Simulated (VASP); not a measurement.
# InSe (R3m) in VASP: further runs

The runs below take InSe through electric field gradients, single point, with PBEsol.

All numbers are computed with VASP 6.6.1; they aren't measurements. Logs are shortened: lines on timing, memory, paths and dates and some standing lists are left out, and cuts for length are marked.

**What was measured.**

From “The Interaction of Hydrogen with the van der Waals Crystal γ-InSe”, 2020, pmc:7321205, for a bulk crystal of InSe at 300 K: band gap 1.25 eV.

The results are compared with them further down.

## 1. The cell of the first run

It takes space group R3m (No. 160, trigonal). Conventional cell: a = 3.987 Å, b = 3.987 Å, c = 24.867 Å, α = 90.00°, β = 90.00°, γ = 120.00°. Within 3.5 Å of In (site symmetry 3m) lie 3 Se at 2.63 Å and 1 In at 2.79 Å. In (site symmetry 3m) has 3 Se at 2.63 Å and 1 In at 2.79 Å within 3.5 Å. Within 3.5 Å of Se (site symmetry 3m) lie 3 In at 2.63 Å. Within 3.5 Å of Se (site symmetry 3m) lie 3 In at 2.63 Å.

## 2. Electric field gradients, PBEsol (28.52 Å³/atom)

The input, INCAR:

```
PREC = Accurate ; ENCUT = 520
EDIFF = 1E-8 ; ISMEAR = -1
SIGMA = 0.01 ; LREAL = F
LASPH = T ; NELM = 60
ALGO = Normal ; ISIF = 2
LWAVE = F ; LCHARG = F
GGA = PS ; LEFG = T
NBANDS = 27
```

The input, KPOINTS:

```
regular mesh
0
Gamma
  7 7 7
```

The input, POSCAR:

```
InSe
1.0
    1.9933106383      1.1508384336      8.2888548424
   -1.9933106383      1.1508384336      8.2888548424
    0.0000000000     -2.3016768672      8.2888548424
In Se
2 2
Direct
    0.0000000000      0.0000000000      0.0000000000
    0.1122000000      0.1122000000      0.1122000000
    0.6155000000      0.6155000000      0.6155000000
    0.8300000000      0.8300000000      0.8300000000
```

Potentials or basis: VASP PAW PBE potentials, release 64 (In_d, Se).

On the command line:

```bash
$ cat potpaw_PBE.64/In_d/POTCAR potpaw_PBE.64/Se/POTCAR > POTCAR
$ mpirun -np 1 vasp_std > vasp.out
```

OUTCAR:

```text
PREC = Accurate
   ENCUT = 520
   EDIFF = 1E-8
   ISMEAR = -1
   LREAL = F
   LASPH = T
   NELM = 60
   ISIF = 2
   GGA = PS

 ion  position               nearest neighbor table
   1  0.000  0.000  0.000-   3 2.63   3 2.63   3 2.63   2 2.79
   2  0.112  0.112  0.112-   4 2.63   4 2.63   4 2.63   1 2.79
   3  0.615  0.615  0.615-   1 2.63   1 2.63   1 2.63
   4  0.830  0.830  0.830-   2 2.63   2 2.63   2 2.63

  LATTYP: Found a trigonal (rhomboedric) cell.
 ALAT       =     8.6024898140
 COS(alpha) =     0.8926179648

  Lattice vectors:

 A1 = (   1.9933106383,   1.1508384336,   8.2888548424)
 A2 = (  -1.9933106383,   1.1508384336,   8.2888548424)
 A3 = (   0.0000000000,  -2.3016768672,   8.2888548424)

Analysis of symmetry for initial positions (statically):
=====================================================================
 Subroutine PRICEL returns:
 Original cell was already a primitive cell.

 Routine SETGRP: Setting up the symmetry group for a
 trigonal (rhombohedral) supercell.

 Subroutine GETGRP returns: Found  6 space group operations
 (whereof  6 operations were pure point group operations)
 out of a pool of 12 trial point group operations.

The static configuration has the point symmetry C_3v.

Analysis of symmetry for dynamics (positions and initial velocities):
=====================================================================
 Subroutine PRICEL returns:
 Original cell was already a primitive cell.

 Routine SETGRP: Setting up the symmetry group for a
 trigonal (rhombohedral) supercell.

 Subroutine GETGRP returns: Found  6 space group operations
 (whereof  6 operations were pure point group operations)
 out of a pool of 12 trial point group operations.

The dynamic configuration has the point symmetry C_3v.

 Subroutine INISYM returns: Found  6 space group operations
 (whereof  6 operations are pure point group operations),
 and found     1 'primitive' translations

----------------------------------------------------------------------------------------

                                     Primitive cell

  volume of cell :     114.0867

  direct lattice vectors                    reciprocal lattice vectors
     1.993310638  1.150838434  8.288854842     0.250838976  0.144821951  0.040214642
    -1.993310638  1.150838434  8.288854842    -0.250838976  0.144821951  0.040214642
     0.000000000 -2.301676867  8.288854842     0.000000000 -0.289643901  0.040214642

  length of vectors
     8.602489814  8.602489814  8.602489814     0.292422309  0.292422309  0.292422309

  position of ions in fractional coordinates (direct lattice)
     0.000000000  0.000000000  0.000000000
     0.112200000  0.112200000  0.112200000
     0.615500000  0.615500000  0.615500000
     0.830000000  0.830000000  0.830000000

  ion indices of the primitive-cell ions
   primitive index   ion index
                 1           1
                 2           2
                 3           3
                 4           4

----------------------------------------------------------------------------------------

 KPOINTS: regular mesh

Automatic generation of k-mesh.
 Grid dimensions read from file:
 generate k-points for:    7    7    7

 Generating k-lattice:

  Cartesian coordinates                     Fractional coordinates (reciprocal lattice)
     0.035834139  0.020688850  0.005744949     0.142857143  0.000000000 -0.000000000
    -0.035834139  0.020688850  0.005744949     0.000000000  0.142857143 -0.000000000
     0.000000000 -0.041377700  0.005744949    -0.000000000 -0.000000000  0.142857143

  Length of vectors
     0.041774616  0.041774616  0.041774616

  Shift w.r.t. Gamma in fractional coordinates (k-lattice)
     0.000000000  0.000000000  0.000000000

 Subroutine IBZKPT returns following result:
 ===========================================

 Found     44 irreducible k-points:

 Following reciprocal coordinates:
            Coordinates               Weight
  0.000000  0.000000  0.000000      1.000000
  0.142857  0.000000 -0.000000      6.000000
  0.285714 -0.000000  0.000000      6.000000
  0.428571  0.000000  0.000000      6.000000
  0.142857  0.142857 -0.000000      6.000000
  0.285714  0.142857 -0.000000     12.000000
[... 16 lines left out ...]
  0.285714  0.285714  0.142857      6.000000
  0.428571  0.285714  0.142857     12.000000
 [... further k-points ...]
   k-points           NKPTS =     44   k-points in BZ     NKDIM =     44   number of bands    NBANDS=     27
   number of dos      NEDOS =    301   number of ions     NIONS =      4
   total plane-waves  NPLWV = 262144
   dimension x,y,z NGX =    64 NGY =   64 NGZ =   64
   dimension x,y,z NGXF=   128 NGYF=  128 NGZF=  128
   ions per type =               2   2
   NGX,Y,Z   is equivalent  to a cutoff of  12.37, 12.37, 12.37 a.u.
   NGXF,Y,Z  is equivalent  to a cutoff of  24.74, 24.74, 24.74 a.u.
 SYSTEM =  unknown system
   PREC   = accura    normal or accurate (medium, high low for compatibility)
   ISTART =      0    job   : 0-new  1-cont  2-samecut
   ICHARG =      2    charge: 1-file 2-atom 10-const
   ISPIN  =      1    spin polarized calculation?
   LNONCOLLINEAR =      F non collinear calculations
   LSORBIT =      F    spin-orbit coupling
   LASPH  =      T    aspherical Exc in radial PAW
   ENCUT  =  520.0 eV  38.22 Ry    6.18 a.u.  15.99 15.99 15.99*2*pi/ulx,y,z
   NELM   =     60;   NELMIN=  2; NELMDL= -5     # of ELM steps
   EDIFF  = 0.1E-07   stopping-criterion for ELM
   LREAL  =      F    real-space projection
   EDIFFG = 0.1E-06   stopping-criterion for IOM
   NSW    =      0    number of steps for IOM
   IBRION =     -1    ionic relax: 0-MD 1-quasi-New 2-CG
   NFREE  =      0    steps in history (QN), initial steepest desc. (CG)
   ISIF   =      2    stress and relaxation
   ISYM   =      2    0-nonsym 1-usesym 2-fastsym
   POTIM  = 0.5000    time-step for ionic-motion
   TEBEG  =    0.0;   TEEND  =   0.0 temperature during run
   PSTRESS=    0.0 pullay stress
   NELECT =      38.0000    total number of electrons
   NUPDOWN=      -1.0000    fix difference up-down
   EMIN   =  10.00;   EMAX   =-10.00  energy-range for DOS
   EFERMI =   0.00;   METHOD = LEGACY
   ISMEAR =    -1;   SIGMA  =   0.01  broadening in eV -4-tet -1-fermi 0-gaus
   EFERMI_NEDOS =   21; number of points for ismear=-14 and -15
   IALGO  =     38    algorithm
   IMIX   =      4    mixing-type and parameters
     AMIX     =   0.40;   BMIX     =  1.00
     AMIX_MAG =   1.60;   BMIX_MAG =  1.00
  volume/ion in A,a.u.               =      28.52       192.47
  Fermi-wavevector in a.u.,A,eV,Ry     =   1.134813  2.144486 17.521592  1.287801
  Thomas-Fermi vector in A             =   2.271517
   LORBIT       =      0    0 simple, 1 ext, 2 COOP (PROOUT), +10 PAW based schemes
   GGA     = PS    functional components
   LHFCALC =     F    Hartree Fock is set to
   AEXX    =    0.0000 exact exchange contribution
   IVDW    =     0    specifies the selected vdW correction
   LEPSILON=     F    determine dielectric tensor
   LRPA    =     F    only Hartree local field effects (RPA)
 non-spin polarized calculation
  energy-cutoff  :      520.00
  volume of cell :      114.09
 maximum number of plane-waves:      3097
   NGX = 31   NGY = 31   NGZ = 31

 number of electron      37.9999994 magnetization

 Free energy of the ion-electron system (eV)
  ---------------------------------------------------
  ext. energy  EPLUGINS =         0.00000000
  ---------------------------------------------------
  free energy    TOTEN  =       -15.58788434 eV

  energy without entropy =      -15.58788434  energy(sigma->0) =      -15.58788434

 E-fermi :   4.3568     XC(G=0):  -9.2260

 val. band max:        4.0837200072   @ k =  -0.4286   0.4286   0.4286
 cond. band min:       4.7655498468   @ k =   0.4286   0.4286   0.4286
 fundamental gap:      0.6818298396
 Fermi energy:         4.3568086611

 k-point     1 :       0.0000    0.0000    0.0000
  band No.  band energies     occupation
      1     -10.5500      2.00000
      2     -10.3596      2.00000
      3     -10.3596      2.00000
      4     -10.2769      2.00000
      5     -10.2769      2.00000
      6     -10.2590      2.00000
[... 709 lines left out ...]
     26      10.7272      0.00000
     27      11.2845      0.00000

 [... further k-points ...]

------------------------ aborting loop because EDIFF is reached ----------------------------------------

  FORCE on cell =-STRESS in cart. coord.  units (eV):
  Direction    XX          YY          ZZ          XY          YZ          ZX
  --------------------------------------------------------------------------------------
  -------------------------------------------------------------------------------------
  Total        0.7621363      0.7621363      0.3115726      0.0000000      0.0000000      0.0000000
  in kB       10.7030630     10.7030630      4.3755707      0.0000000      0.0000000      0.0000000
  external PRESSURE =       8.5938989 kB  Pullay stress =       0.0000000 kB

 VOLUME and BASIS-vectors are now :
 -----------------------------------------------------------------------------
  energy-cutoff  :      520.00
  volume of cell :      114.09
      direct lattice vectors                 reciprocal lattice vectors
     1.993310638  1.150838434  8.288854842     0.250838976  0.144821951  0.040214642
    -1.993310638  1.150838434  8.288854842    -0.250838976  0.144821951  0.040214642
     0.000000000 -2.301676867  8.288854842     0.000000000 -0.289643901  0.040214642

 POSITION                                       TOTAL-FORCE (eV/Angst)
 -----------------------------------------------------------------------------------
      0.00000      0.00000      0.00000         0.000000      0.000000      0.211603
      0.00000      0.00000      2.79003         0.000000      0.000000     -0.210335
      0.00000      0.00000     15.30537         0.000000      0.000000     -0.103753
      0.00000      0.00000     20.63925         0.000000     -0.000000      0.102486
 -----------------------------------------------------------------------------------
    total drift:                               -0.000000      0.000000      0.000131

  FREE ENERGIE OF THE ION-ELECTRON SYSTEM (eV)
  ---------------------------------------------------
  free  energy   TOTEN  =       -15.5878843419 eV

  energy  without entropy=      -15.5878843419  energy(sigma->0) =      -15.58788434

 Electric field gradients (V/A^2)
---------------------------------------------------------------------
 ion       V_xx      V_yy      V_zz      V_xy      V_xz      V_yz
---------------------------------------------------------------------
   1      52.110    52.110  -104.220     0.000    -0.000     0.000
   2      52.209    52.209  -104.418    -0.000     0.000    -0.000
   3      28.809    28.809   -57.618    -0.000    -0.000     0.000
   4      30.894    30.894   -61.787    -0.000    -0.000    -0.000
---------------------------------------------------------------------

 Electric field gradients after diagonalization (V/A^2)
 (convention: |V_zz| > |V_xx| > |V_yy|)
----------------------------------------------------------------------
 ion       V_xx      V_yy      V_zz     asymmetry (V_yy - V_xx)/ V_zz
----------------------------------------------------------------------
   1      52.110    52.110  -104.220       0.000
   2      52.209    52.209  -104.418       0.000
   3      28.809    28.809   -57.618       0.000
   4      30.894    30.894   -61.787       0.000
----------------------------------------------------------------------

           NMR quadrupolar parameters

 Cq : quadrupolar parameter    Cq=e*Q*V_zz/h
 eta: asymmetry parameters     (V_yy - V_xx)/ V_zz
 Q  : nuclear electric quadrupole moment in mb (millibarn)
----------------------------------------------------------------------
 ion       Cq(MHz)       eta       Q (mb)
----------------------------------------------------------------------
   1      -0.252       0.000       1.000
   2      -0.252       0.000       1.000
   3      -0.139       0.000       1.000
   4      -0.149       0.000       1.000
----------------------------------------------------------------------
```

It took 5.8 min on 1 thread of Intel Xeon 6975P-C (Granite Rapids), shared host; peak memory 0.58 GiB.

Results:

| Quantity | Value |
| --- | --- |
| Free energy | -15.5879 eV |
| Pressure | 0.9 GPa |
| Largest force | 0.212 eV/Å |
| Band gap on the k mesh | 0.68 eV (least direct gap 0.71 eV) |
| Largest electric field gradient by atom | In -104.2, -104.4; Se -57.6, -61.8 V/Å² |

Forces on the atoms (eV/Å):
```
In   0.000  0.000  0.212
In   0.000  0.000 -0.210
Se   0.000  0.000 -0.104
Se   0.000  0.000  0.102
```

Electric field gradients, principal values (V/Å²):
```csv
atom,least,middle,greatest (by size)
1 In,52.110,52.110,-104.220
2 In,52.209,52.209,-104.418
3 Se,28.809,28.809,-57.618
4 Se,30.894,30.894,-61.787
```

Caveat: without QUAD_EFG the Cq values of the log hold for a quadrupole moment of 1 mb, not for the nuclei; the PAW data sets were made with another functional, which shifts forces and pressure a little; spin-orbit coupling is left out, which moves the levels of the heavy elements; an odd mesh through Γ misses points on the zone boundary, where band edges can lie.

(Part 1 of 3 ends here.)
